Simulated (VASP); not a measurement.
PbF2, 6 atoms in the cell. The structure is cubic, space group Fm-3m (No. 225). Conventional cell: a = 5.892 Å, b = 5.892 Å, c = 5.892 Å, α = 90.00°, β = 90.00°, γ = 90.00°. Within 3.4 Å of Pb (site symmetry m-3m) lie 8 F at 2.55 Å. F (site symmetry -43m) has 4 Pb at 2.55 Å and 6 F at 2.95 Å within 3.4 Å. 

| Property | Result |
| --- | --- |
| Program | VASP 6.6.1 |
| Task | single point |
| Functional | LDA |
| Potentials or basis | VASP PAW LDA potentials, release 64 (Pb_d, F) |
| Cutoff | 520 eV |
| k mesh | 4 × 6 × 6 |
| Occupations | gaussian, width 0.01 eV |
| Spin | no spin polarisation |
| Dipole correction | no |
| Further INCAR settings | ALGO = Normal; EDIFF = 1e-07; NBANDS = 37 |

Potentials or basis: VASP PAW LDA potentials, release 64 (Pb_d, F).

The run is started by

```bash
$ cat potpaw_LDA.64/Pb_d/POTCAR potpaw_LDA.64/F/POTCAR > POTCAR
$ mpirun -np 1 vasp_std > vasp.out
```

Hardware: 1 thread of Intel Xeon 8259CL, on a shared host.

Task: Estimate the wall time of this run.

Result: Run time: 3.2 min on 1 thread of Intel Xeon 8259CL, with other jobs on the host, peak memory 0.25 GiB. Counts: scf iterations 14, k points 39.
